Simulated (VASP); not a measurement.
# CaScBr5 (P4/mmm) in VASP: notebook

The runs below take CaScBr5 through single point, relaxation of cell and atoms, with PBEsol, r2SCAN+rVV10.

Everything below comes from runs of VASP 6.6.1. Logs are shortened: lines on timing, memory, paths and dates and some standing lists are left out, and cuts for length are marked.

## (1) The cell of the first run

Symmetry: P4/mmm, No. 123, tetragonal system. Conventional cell: a = 4.895 Å, b = 4.895 Å, c = 7.419 Å, α = 90.00°, β = 90.00°, γ = 90.00°. Ca (site symmetry 4/mmm) has 10 Br at 3.00 to 3.71 Å within 3.9 Å. Sc (site symmetry 4/mmm) has 12 Br at 3.15 to 3.46 Å within 4.1 Å. Within 4.1 Å of Br (site symmetry 4/mmm) lie 8 Br at 3.15 Å and 4 Sc at 3.46 Å and 2 Ca at 3.71 Å. Br (site symmetry 2mm) has 2 Ca at 3.00 Å and 2 Sc at 3.15 Å and 8 Br at 3.15 to 3.96 Å within 4.0 Å.

## (2) Single point, PBEsol

INCAR reads:

```
PREC = Accurate
ENCUT = 520
EDIFF = 1E-6
ISMEAR = -1
SIGMA = 0.03
LREAL = F
LASPH = T
NELM = 80
ALGO = Normal
ISIF = 2
LWAVE = F
LCHARG = T
GGA = PS
LELF = T
LVHAR = T
NBANDS = 37
```

KPOINTS reads:

```
Automatic mesh
0
Gamma
  4 4 2
```

POSCAR reads:

```
CaScBr5
1.0
    4.8946961262      0.0000000000      0.0000000000
    0.0000000000      4.8946961262      0.0000000000
    0.0000000000      0.0000000000      7.4188662580
Ca Sc Br
1 1 5
Direct
    0.0000000000      0.0000000000      0.5000000000
    0.5000000000      0.5000000000      0.0000000000
    0.0000000000      0.0000000000      0.0000000000
    0.5000000000      0.0000000000      0.7329438318
    0.0000000000      0.5000000000      0.7329438318
    0.5000000000      0.0000000000      0.2670561682
    0.0000000000      0.5000000000      0.2670561682
```

Potentials or basis: VASP PAW PBE potentials, release 64 (Ca_sv, Sc_sv, Br).

Started as:

```console
$ cat potpaw_PBE.64/Ca_sv/POTCAR potpaw_PBE.64/Sc_sv/POTCAR potpaw_PBE.64/Br/POTCAR > POTCAR
$ mpirun -np 1 vasp_std > vasp.out
```

OUTCAR:

```text
PREC = Accurate
   ENCUT = 520
   EDIFF = 1E-6
   ISMEAR = -1
   LREAL = F
   LASPH = T
   NELM = 80
   ISIF = 2
   GGA = PS

 ion  position               nearest neighbor table
   1  0.000  0.000  0.500-
   2  0.500  0.500  0.000-
   3  0.000  0.000  0.000-
   4  0.500  0.000  0.733-
   5  0.000  0.500  0.733-
   6  0.500  0.000  0.267-
   7  0.000  0.500  0.267-

  LATTYP: Found a simple tetragonal cell.
 ALAT       =     4.8946961262
 C/A-ratio  =     1.5156949618

  Lattice vectors:

 A1 = (   4.8946961262,   0.0000000000,   0.0000000000)
 A2 = (   0.0000000000,   4.8946961262,   0.0000000000)
 A3 = (   0.0000000000,   0.0000000000,   7.4188662580)

Analysis of symmetry for initial positions (statically):
=====================================================================
 Subroutine PRICEL returns:
 Original cell was already a primitive cell.

 Routine SETGRP: Setting up the symmetry group for a
 simple tetragonal supercell.

 Subroutine GETGRP returns: Found 16 space group operations
 (whereof 16 operations were pure point group operations)
 out of a pool of 16 trial point group operations.

The static configuration has the point symmetry D_4h.

Analysis of symmetry for dynamics (positions and initial velocities):
=====================================================================
 Subroutine PRICEL returns:
 Original cell was already a primitive cell.

 Routine SETGRP: Setting up the symmetry group for a
 simple tetragonal supercell.

 Subroutine GETGRP returns: Found 16 space group operations
 (whereof 16 operations were pure point group operations)
 out of a pool of 16 trial point group operations.

The dynamic configuration has the point symmetry D_4h.

 Subroutine INISYM returns: Found 16 space group operations
 (whereof 16 operations are pure point group operations),
 and found     1 'primitive' translations

----------------------------------------------------------------------------------------

[... 82 lines left out ...]
   ICHARG =      2    charge: 1-file 2-atom 10-const
   ISPIN  =      1    spin polarized calculation?
   LNONCOLLINEAR =      F non collinear calculations
   LSORBIT =      F    spin-orbit coupling
   LASPH  =      T    aspherical Exc in radial PAW
   ENCUT  =  520.0 eV  38.22 Ry    6.18 a.u.   9.10  9.10 13.79*2*pi/ulx,y,z
   NELM   =     80;   NELMIN=  2; NELMDL= -5     # of ELM steps
   EDIFF  = 0.1E-05   stopping-criterion for ELM
   LREAL  =      F    real-space projection
   EDIFFG = 0.1E-04   stopping-criterion for IOM
   NSW    =      0    number of steps for IOM
   IBRION =     -1    ionic relax: 0-MD 1-quasi-New 2-CG
   NFREE  =      0    steps in history (QN), initial steepest desc. (CG)
   ISIF   =      2    stress and relaxation
   ISYM   =      2    0-nonsym 1-usesym 2-fastsym
   POTIM  = 0.5000    time-step for ionic-motion
   TEBEG  =    0.0;   TEEND  =   0.0 temperature during run
   PSTRESS=    0.0 pullay stress
   NELECT =      56.0000    total number of electrons
   NUPDOWN=      -1.0000    fix difference up-down
   EMIN   =  10.00;   EMAX   =-10.00  energy-range for DOS
   EFERMI =   0.00;   METHOD = LEGACY
   ISMEAR =    -1;   SIGMA  =   0.03  broadening in eV -4-tet -1-fermi 0-gaus
   EFERMI_NEDOS =   21; number of points for ismear=-14 and -15
   IALGO  =     38    algorithm
   IMIX   =      4    mixing-type and parameters
     AMIX     =   0.40;   BMIX     =  1.00
     AMIX_MAG =   1.60;   BMIX_MAG =  1.00
  volume/ion in A,a.u.               =      25.39       171.35
  Fermi-wavevector in a.u.,A,eV,Ry     =   1.113973  2.105103 16.883945  1.240935
  Thomas-Fermi vector in A             =   2.250563
   LORBIT       =      0    0 simple, 1 ext, 2 COOP (PROOUT), +10 PAW based schemes
   GGA     = PS    functional components
   LHFCALC =     F    Hartree Fock is set to
   AEXX    =    0.0000 exact exchange contribution
   IVDW    =     0    specifies the selected vdW correction
   LEPSILON=     F    determine dielectric tensor
   LRPA    =     F    only Hartree local field effects (RPA)
 non-spin polarized calculation
  energy-cutoff  :      520.00
  volume of cell :      177.74
 maximum number of plane-waves:      4824
   NGX = 19   NGY = 19   NGZ = 27

 number of electron      55.9999993 magnetization

 Free energy of the ion-electron system (eV)
  ---------------------------------------------------
  ext. energy  EPLUGINS =         0.00000000
  ---------------------------------------------------
  free energy    TOTEN  =       -27.02658105 eV

  energy without entropy =      -27.02655438  energy(sigma->0) =      -27.02656772

 E-fermi :   3.1723     XC(G=0):  -9.4506

 val. band max:        2.9254202685   @ k =   0.5000   0.0000   0.0000
 cond. band min:       3.3999819752   @ k =   0.0000   0.0000   0.0000
 fundamental gap:      0.4745617067
 Fermi energy:         3.1722692371

 k-point     1 :       0.0000    0.0000    0.0000
  band No.  band energies     occupation
      1     -48.4476      2.00000
      2     -37.1492      2.00000
      3     -27.0779      2.00000
      4     -27.0374      2.00000
      5     -27.0374      2.00000
      6     -18.2603      2.00000
[... 469 lines left out ...]
     36       7.6790      0.00000
     37       7.8876      0.00000

------------------------ aborting loop because EDIFF is reached ----------------------------------------

  FORCE on cell =-STRESS in cart. coord.  units (eV):
  Direction    XX          YY          ZZ          XY          YZ          ZX
  --------------------------------------------------------------------------------------
  -------------------------------------------------------------------------------------
  Total        0.0828058      0.0828058      0.0804170      0.0000000      0.0000000      0.0000000
  in kB        0.7464187      0.7464187      0.7248857      0.0000000      0.0000000      0.0000000
  external PRESSURE =       0.7392410 kB  Pullay stress =       0.0000000 kB

 VOLUME and BASIS-vectors are now :
 -----------------------------------------------------------------------------
  energy-cutoff  :      520.00
  volume of cell :      177.74
      direct lattice vectors                 reciprocal lattice vectors
     4.894696126  0.000000000  0.000000000     0.204302775  0.000000000  0.000000000
     0.000000000  4.894696126  0.000000000     0.000000000  0.204302775  0.000000000
     0.000000000  0.000000000  7.418866258     0.000000000  0.000000000  0.134791485

 POSITION                                       TOTAL-FORCE (eV/Angst)
 -----------------------------------------------------------------------------------
      0.00000      0.00000      3.70943        -0.000000     -0.000000      0.000000
      2.44735      2.44735      0.00000        -0.000000     -0.000000      0.000000
      0.00000      0.00000      0.00000        -0.000000     -0.000000      0.000000
      2.44735      0.00000      5.43761        -0.000000     -0.000000      0.011944
      0.00000      2.44735      5.43761        -0.000000      0.000000      0.011944
      2.44735      0.00000      1.98125         0.000000      0.000000     -0.011944
      0.00000      2.44735      1.98125         0.000000      0.000000     -0.011944
 -----------------------------------------------------------------------------------
    total drift:                                0.000000      0.000000      0.000000

  FREE ENERGIE OF THE ION-ELECTRON SYSTEM (eV)
  ---------------------------------------------------
  free  energy   TOTEN  =       -27.0265810547 eV

  energy  without entropy=      -27.0265543790  energy(sigma->0) =      -27.02656772
```

OSZICAR:

```text
N       E                     dE             d eps       ncg     rms          rms(c)
DAV:   1     0.617548014167E+03    0.61755E+03   -0.25179E+04   888   0.140E+03
DAV:   2     0.568207313038E+02   -0.56073E+03   -0.54773E+03   928   0.399E+02
DAV:   3    -0.260937619143E+02   -0.82914E+02   -0.78871E+02  1448   0.127E+02
DAV:   4    -0.313302185749E+02   -0.52365E+01   -0.52161E+01  1316   0.318E+01
DAV:   5    -0.316185796313E+02   -0.28836E+00   -0.28805E+00  1568   0.592E+00    0.113E+01
DAV:   6    -0.272045200814E+02    0.44141E+01   -0.62503E+00  1344   0.153E+01    0.572E+00
DAV:   7    -0.273546053018E+02   -0.15009E+00   -0.40196E+00  1294   0.770E+00    0.580E+00
DAV:   8    -0.270905771780E+02    0.26403E+00   -0.41941E+00  1245   0.101E+01    0.271E+00
DAV:   9    -0.270774307198E+02    0.13146E-01   -0.15401E-01  1094   0.182E+00    0.133E+00
DAV:  10    -0.270283434824E+02    0.49087E-01   -0.14024E-01  1260   0.182E+00    0.443E-01
DAV:  11    -0.270294783033E+02   -0.11348E-02   -0.67966E-03  1395   0.427E-01    0.379E-01
DAV:  12    -0.270262526118E+02    0.32257E-02   -0.16791E-02  1244   0.646E-01    0.909E-02
DAV:  13    -0.270266038215E+02   -0.35121E-03   -0.89288E-04  1190   0.143E-01    0.789E-02
DAV:  14    -0.270265938589E+02    0.99626E-05   -0.18051E-04  1215   0.694E-02    0.453E-02
DAV:  15    -0.270265797471E+02    0.14112E-04   -0.15637E-04  1196   0.711E-02    0.865E-03
DAV:  16    -0.270265816285E+02   -0.18814E-05   -0.65992E-06  1153   0.136E-02    0.108E-02
DAV:  17    -0.270265810547E+02    0.57388E-06   -0.12114E-06   747   0.567E-03
   1 F= -.27026581E+02 E0= -.27026568E+02  d E =-.266757E-04
```

Run time: 52 s. Hardware: 1 thread of Intel Xeon 6975P-C (Granite Rapids), shared host; peak memory 0.29 GiB.

What came out:

| Item | Value |
| --- | --- |
| Free energy | -27.0266 eV |
| Pressure | 0.1 GPa |
| Largest force | 0.012 eV/Å |
| Band gap on the k mesh | 0.47 eV (least direct gap 0.71 eV) |

Forces on the atoms (eV/Å):
```
Ca   0.000  0.000  0.000
Sc   0.000  0.000  0.000
Br   0.000  0.000  0.000
Br   0.000  0.000  0.012
Br   0.000  0.000  0.012
Br   0.000  0.000 -0.012
Br   0.000  0.000 -0.012
```

Levels at points of the mesh, in eV from the valence-band top:
```csv
k point,band 26,band 27,band 28,band 29,band 30,band 31
"(0.00, 0.00, 0.00)",-0.75,-0.72,-0.72,0.47,0.53,1.11
"(0.50, 0.00, 0.00)",-0.94,-0.93,0.00,0.89,1.21,1.37
"(0.50, 0.50, 0.00)",-0.85,-0.83,-0.03,0.68,0.73,1.20
"(0.00, 0.00, 0.50)",-1.42,-0.81,-0.81,0.53,0.53,1.28
"(0.50, 0.00, 0.50)",-1.01,-0.42,-0.35,1.07,1.07,1.23
"(0.50, 0.50, 0.50)",-0.49,-0.23,-0.23,0.70,0.79,1.03
```

Caveat: the k points lie up to 0.42 Å⁻¹ apart; semilocal functionals underestimate gaps, and a narrow one can read as zero; the PAW data sets were made with another functional, which shifts forces and pressure a little.

(Continued in part 2 of 2.)
